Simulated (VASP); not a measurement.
# SnSe in VASP: single point with PBE

Aim: the single point of SnSe with PBE.

Everything below comes from runs of VASP 6.6.1. Logs are shortened: lines on timing, memory, paths and dates and some standing lists are left out, and cuts for length are marked.

### 1 The cell of the first run

The typed cell holds 2 atoms: a = 4.118 Å, b = 4.119 Å, c = 4.219 Å, α = 119.21°, β = 119.20°, γ = 90.00°.

### 2 Single point, PBE

Contents of INCAR:

```
SYSTEM = SnSe
ALGO = Normal ; EDIFF = 1E-6
ENCUT = 520 ; GGA = PE
ISIF = 2 ; ISMEAR = 0
ISYM = 0 ; LASPH = .TRUE.
LCHARG = .FALSE. ; LREAL = .FALSE.
LWAVE = .FALSE. ; NBANDS = 17
NELM = 100 ; PREC = Accurate
SIGMA = 0.02
```

Contents of KPOINTS:

```
k-points
0
G
  9 9 11
  0 0 0
```

Contents of POSCAR:

```
SnSe
1.0
    4.1181592250     -0.0000000510      0.0006468857
   -0.0000000510      4.1190738123      0.0006497129
   -2.0585801621     -2.0590353844      3.0528055681
Sn Se
1 1
Direct
    0.0000000000      0.0000000000      0.0000000000
    0.5000000000      0.5000000000      0.0000000000
```

Potentials or basis: VASP PAW PBE potentials, release 64 (Sn_d, Se).

Run with:

```bash
$ cat potpaw_PBE.64/Sn_d/POTCAR potpaw_PBE.64/Se/POTCAR > POTCAR
$ mpirun -np 1 vasp_std > vasp.out
```

OUTCAR:

```text
SYSTEM = SnSe
   EDIFF = 1E-6
   ENCUT = 520
   GGA = PE
   ISIF = 2
   ISMEAR = 0
   ISYM = 0
   LASPH = .TRUE.
   LREAL = .FALSE.
   NELM = 100
   PREC = Accurate

 ion  position               nearest neighbor table
   1  0.000  0.000  0.000-   2 2.91   2 2.91   2 2.91   2 2.91   2 3.05   2 3.05
   2  0.500  0.500  0.000-   1 2.91   1 2.91   1 2.91   1 2.91   1 3.05   1 3.05

IMPORTANT INFORMATION: All symmetrisations will be switched off!
NOSYMM: (Re-)initialisation of all symmetry stuff for point group C_1.

----------------------------------------------------------------------------------------

                                     Primitive cell

  volume of cell :      51.7957

  direct lattice vectors                    reciprocal lattice vectors
     4.118159225 -0.000000051  0.000646886     0.242801224 -0.000025819  0.163709286
    -0.000000051  4.119073812  0.000649713    -0.000025713  0.242747200  0.163709130
    -2.058580162 -2.059035384  3.052805568    -0.000051444 -0.000051657  0.327498006

  length of vectors
     4.118159276  4.119073864  4.218649172     0.292836414  0.292791535  0.327498014

  position of ions in fractional coordinates (direct lattice)
     0.000000000  0.000000000  0.000000000
     0.500000000  0.500000000  0.000000000

  ion indices of the primitive-cell ions
   primitive index   ion index
                 1           1
                 2           2

----------------------------------------------------------------------------------------

 KPOINTS: k-points

Automatic generation of k-mesh.
 Grid dimensions read from file:
 generate k-points for:    9    9   11

 Generating k-lattice:

  Cartesian coordinates                     Fractional coordinates (reciprocal lattice)
     0.026977914 -0.000002869  0.018189921     0.111111111  0.000000000  0.000000000
    -0.000002857  0.026971911  0.018189903     0.000000000  0.111111111  0.000000000
    -0.000004677 -0.000004696  0.029772546     0.000000000  0.000000000  0.090909091

  Length of vectors
     0.032537379  0.032532393  0.029772547

  Shift w.r.t. Gamma in fractional coordinates (k-lattice)
     0.000000000  0.000000000  0.000000000

 Subroutine IBZKPT returns following result:
 ===========================================

 Found    446 irreducible k-points:

 Following reciprocal coordinates:
            Coordinates               Weight
  0.000000  0.000000  0.000000      1.000000
  0.111111 -0.000000 -0.000000      2.000000
  0.222222 -0.000000 -0.000000      2.000000
  0.333333 -0.000000 -0.000000      2.000000
  0.444444 -0.000000 -0.000000      2.000000
  0.000000  0.111111  0.000000      2.000000
[... 16 lines left out ...]
 -0.111111  0.222222  0.000000      2.000000
  0.000000  0.333333  0.000000      2.000000
 [... further k-points ...]
   k-points           NKPTS =    446   k-points in BZ     NKDIM =    446   number of bands    NBANDS=     17
   number of dos      NEDOS =    301   number of ions     NIONS =      2
   total plane-waves  NPLWV =  32768
   dimension x,y,z NGX =    32 NGY =   32 NGZ =   32
   dimension x,y,z NGXF=    64 NGYF=   64 NGZF=   64
   ions per type =               1   1
   NGX,Y,Z   is equivalent  to a cutoff of  12.92, 12.92, 12.61 a.u.
   NGXF,Y,Z  is equivalent  to a cutoff of  25.84, 25.83, 25.22 a.u.
 SYSTEM =  SnSe
   PREC   = accura    normal or accurate (medium, high low for compatibility)
   ISTART =      0    job   : 0-new  1-cont  2-samecut
   ICHARG =      2    charge: 1-file 2-atom 10-const
   ISPIN  =      1    spin polarized calculation?
   LNONCOLLINEAR =      F non collinear calculations
   LSORBIT =      F    spin-orbit coupling
   LASPH  =      T    aspherical Exc in radial PAW
   ENCUT  =  520.0 eV  38.22 Ry    6.18 a.u.   7.66  7.66  7.84*2*pi/ulx,y,z
   NELM   =    100;   NELMIN=  2; NELMDL= -5     # of ELM steps
   EDIFF  = 0.1E-05   stopping-criterion for ELM
   LREAL  =      F    real-space projection
   EDIFFG = 0.1E-04   stopping-criterion for IOM
   NSW    =      0    number of steps for IOM
   IBRION =     -1    ionic relax: 0-MD 1-quasi-New 2-CG
   NFREE  =      0    steps in history (QN), initial steepest desc. (CG)
   ISIF   =      2    stress and relaxation
   ISYM   =      0    0-nonsym 1-usesym 2-fastsym
   POTIM  = 0.5000    time-step for ionic-motion
   TEBEG  =    0.0;   TEEND  =   0.0 temperature during run
   PSTRESS=    0.0 pullay stress
   NELECT =      20.0000    total number of electrons
   NUPDOWN=      -1.0000    fix difference up-down
   EMIN   =  10.00;   EMAX   =-10.00  energy-range for DOS
   EFERMI =   0.00;   METHOD = LEGACY
   ISMEAR =     0;   SIGMA  =   0.02  broadening in eV -4-tet -1-fermi 0-gaus
   EFERMI_NEDOS =   21; number of points for ismear=-14 and -15
   IALGO  =     38    algorithm
   IMIX   =      4    mixing-type and parameters
     AMIX     =   0.40;   BMIX     =  1.00
     AMIX_MAG =   1.60;   BMIX_MAG =  1.00
  volume/ion in A,a.u.               =      25.90       174.77
  Fermi-wavevector in a.u.,A,eV,Ry     =   1.192120  2.252781 19.335936  1.421151
  Thomas-Fermi vector in A             =   2.328166
   LORBIT       =      0    0 simple, 1 ext, 2 COOP (PROOUT), +10 PAW based schemes
   GGA     = PE    functional components
   LHFCALC =     F    Hartree Fock is set to
   AEXX    =    0.0000 exact exchange contribution
   IVDW    =     0    specifies the selected vdW correction
   LEPSILON=     F    determine dielectric tensor
   LRPA    =     F    only Hartree local field effects (RPA)
 non-spin polarized calculation
 Gauss-broadening in eV      SIGMA  =   0.02
  energy-cutoff  :      520.00
  volume of cell :       51.80
 maximum number of plane-waves:      1412
   NGX = 15   NGY = 15   NGZ = 15

 number of electron      20.0000002 magnetization

 Free energy of the ion-electron system (eV)
  ---------------------------------------------------
  ext. energy  EPLUGINS =         0.00000000
  ---------------------------------------------------
  free energy    TOTEN  =        -8.13533930 eV

  energy without entropy =       -8.13533930  energy(sigma->0) =       -8.13533930

 E-fermi :   6.5528     XC(G=0):  -9.8321

 val. band max:        6.3721398834   @ k =   0.0000  -0.4444   0.2727
 cond. band min:       6.6615269843   @ k =   0.4444  -0.1111   0.0909
 fundamental gap:      0.2893871009
 Fermi energy:         6.5528224261

 k-point     1 :       0.0000    0.0000    0.0000
  band No.  band energies     occupation
      1     -15.4325      2.00000
      2     -15.4244      2.00000
      3     -15.4244      2.00000
      4     -15.4118      2.00000
      5     -15.4102      2.00000
      6      -8.0623      2.00000
[... 9 lines left out ...]
     16      12.1111      0.00000
     17      13.8032      0.00000

 k-point     2 :       0.1111   -0.0000   -0.0000
  band No.  band energies     occupation
      1     -15.4328      2.00000
      2     -15.4240      2.00000
      3     -15.4233      2.00000
      4     -15.4111      2.00000
      5     -15.4103      2.00000
      6      -7.9668      2.00000
[... 9 lines left out ...]
     16      12.4021      0.00000
     17      14.6273      0.00000

 k-point     3 :       0.2222   -0.0000   -0.0000
  band No.  band energies     occupation
      1     -15.4342      2.00000
      2     -15.4228      2.00000
      3     -15.4217      2.00000
      4     -15.4123      2.00000
      5     -15.4061      2.00000
      6      -7.7012      2.00000
[... 9 lines left out ...]
     16      13.1494      0.00000
     17      16.3939      0.00000

 k-point     4 :       0.3333   -0.0000   -0.0000
  band No.  band energies     occupation
      1     -15.4365      2.00000
      2     -15.4232      2.00000
      3     -15.4215      2.00000
      4     -15.4105      2.00000
      5     -15.4006      2.00000
      6      -7.3419      2.00000
[... 9 lines left out ...]
     16      14.3727      0.00000
     17      18.0653      0.00000

 k-point     5 :       0.4444   -0.0000   -0.0000
  band No.  band energies     occupation
      1     -15.4381      2.00000
      2     -15.4252      2.00000
      3     -15.4208      2.00000
      4     -15.4082      2.00000
      5     -15.3968      2.00000
      6      -7.0566      2.00000
[... 9 lines left out ...]
     16      16.0146      0.00000
     17      16.9221      0.00000

 k-point     6 :       0.0000    0.1111    0.0000
  band No.  band energies     occupation
      1     -15.4328      2.00000
      2     -15.4240      2.00000
      3     -15.4233      2.00000
      4     -15.4111      2.00000
      5     -15.4103      2.00000
      6      -7.9669      2.00000
[... 9 lines left out ...]
     16      12.4052      0.00000
     17      14.6274      0.00000

 k-point     7 :       0.1111    0.1111   -0.0000
  band No.  band energies     occupation
      1     -15.4342      2.00000
      2     -15.4233      2.00000
      3     -15.4212      2.00000
      4     -15.4115      2.00000
      5     -15.4092      2.00000
      6      -7.8191      2.00000
[... 9 lines left out ...]
     16      13.4940      0.00000
     17      15.4616      0.00000

 k-point     8 :       0.2222    0.1111   -0.0000
  band No.  band energies     occupation
      1     -15.4358      2.00000
      2     -15.4219      2.00000
      3     -15.4210      2.00000
      4     -15.4115      2.00000
      5     -15.4053      2.00000
      6      -7.5215      2.00000
[... 9 lines left out ...]
     16      14.7881      0.00000
     17      16.7433      0.00000
[... 203 lines left out ...]
      1     -15.4394      2.00000
      2     -15.4260      2.00000
      3     -15.4213      2.00000
      4     -15.4117      2.00000
      5     -15.3929      2.00000
      6      -6.8185      2.00000
[... 9 lines left out ...]
     16      16.0790      0.00000
     17      18.2678      0.00000

 k-point    20 :      -0.4444    0.2222    0.0000
  band No.  band energies     occupation
      1     -15.4393      2.00000
      2     -15.4258      2.00000
      3     -15.4237      2.00000
      4     -15.4112      2.00000
      5     -15.3925      2.00000
      6      -6.9687      2.00000
[... 9 lines left out ...]
     16      17.0952      0.00000
     17      17.2222      0.00000

 k-point    21 :      -0.3333    0.2222    0.0000
  band No.  band energies     occupation
      1     -15.4364      2.00000
      2     -15.4284      2.00000
      3     -15.4209      2.00000
      4     -15.4133      2.00000
      5     -15.3956      2.00000
      6      -7.2719      2.00000
[... 9 lines left out ...]
     16      15.7170      0.00000
     17      16.4537      0.00000

 k-point    22 :      -0.2222    0.2222    0.0000
  band No.  band energies     occupation
      1     -15.4326      2.00000
      2     -15.4281      2.00000
      3     -15.4184      2.00000
      4     -15.4171      2.00000
      5     -15.4005      2.00000
      6      -7.5563      2.00000
[... 9 lines left out ...]
     16      14.8112      0.00000
     17      15.0631      0.00000

 k-point    23 :      -0.1111    0.2222    0.0000
  band No.  band energies     occupation
      1     -15.4320      2.00000
      2     -15.4256      2.00000
      3     -15.4206      2.00000
      4     -15.4150      2.00000
      5     -15.4044      2.00000
      6      -7.7141      2.00000
[... 9 lines left out ...]
     16      13.7803      0.00000
     17      15.0919      0.00000

 k-point    24 :       0.0000    0.3333    0.0000
  band No.  band energies     occupation
      1     -15.4365      2.00000
      2     -15.4232      2.00000
      3     -15.4215      2.00000
      4     -15.4105      2.00000
      5     -15.4006      2.00000
      6      -7.3422      2.00000
[... 9 lines left out ...]
     16      14.3699      0.00000
     17      18.0656      0.00000

 [... further k-points ...]

------------------------ aborting loop because EDIFF is reached ----------------------------------------

  FORCE on cell =-STRESS in cart. coord.  units (eV):
  Direction    XX          YY          ZZ          XY          YZ          ZX
  --------------------------------------------------------------------------------------
  -------------------------------------------------------------------------------------
  Total        2.1418247      2.1392934     -0.0106541      0.0043663      0.0003516      0.0003537
  in kB       66.2522217     66.1739219     -0.3295595      0.1350619      0.0108766      0.0109401
  external PRESSURE =      44.0321947 kB  Pullay stress =       0.0000000 kB

 VOLUME and BASIS-vectors are now :
 -----------------------------------------------------------------------------
  energy-cutoff  :      520.00
  volume of cell :       51.80
      direct lattice vectors                 reciprocal lattice vectors
     4.118159225 -0.000000051  0.000646886     0.242801224 -0.000025819  0.163709286
    -0.000000051  4.119073812  0.000649713    -0.000025713  0.242747200  0.163709130
    -2.058580162 -2.059035384  3.052805568    -0.000051444 -0.000051657  0.327498006

 POSITION                                       TOTAL-FORCE (eV/Angst)
 -----------------------------------------------------------------------------------
      0.00000      0.00000      0.00000         0.000000      0.000001     -0.000001
      2.05908      2.05954      0.00065        -0.000000     -0.000001      0.000001
 -----------------------------------------------------------------------------------
    total drift:                                0.000001     -0.000000     -0.000002

  FREE ENERGIE OF THE ION-ELECTRON SYSTEM (eV)
  ---------------------------------------------------
  free  energy   TOTEN  =        -8.1353392968 eV

  energy  without entropy=       -8.1353392968  energy(sigma->0) =       -8.13533930
```

Run time: 2.1 min. Hardware: 1 thread of AMD EPYC 9R45 (Zen 5), shared host; peak memory 0.46 GiB.

Results:

```yaml
Free_energy: -8.1353 eV
Pressure: 4.4 GPa
Band_gap_on_the_k_mesh: 0.29 eV (least direct gap 0.48 eV)
```

Stress tensor (GPa, compression positive):
```
 6.63  0.01  0.00
 0.01  6.62  0.00
 0.00  0.00 -0.03
```

Caveat: the stress differs along the axes, from -0 to 7 GPa; semilocal functionals underestimate gaps, and a narrow one can read as zero; spin-orbit coupling is left out, which moves the levels of the heavy elements. A k mesh can miss the band edges.
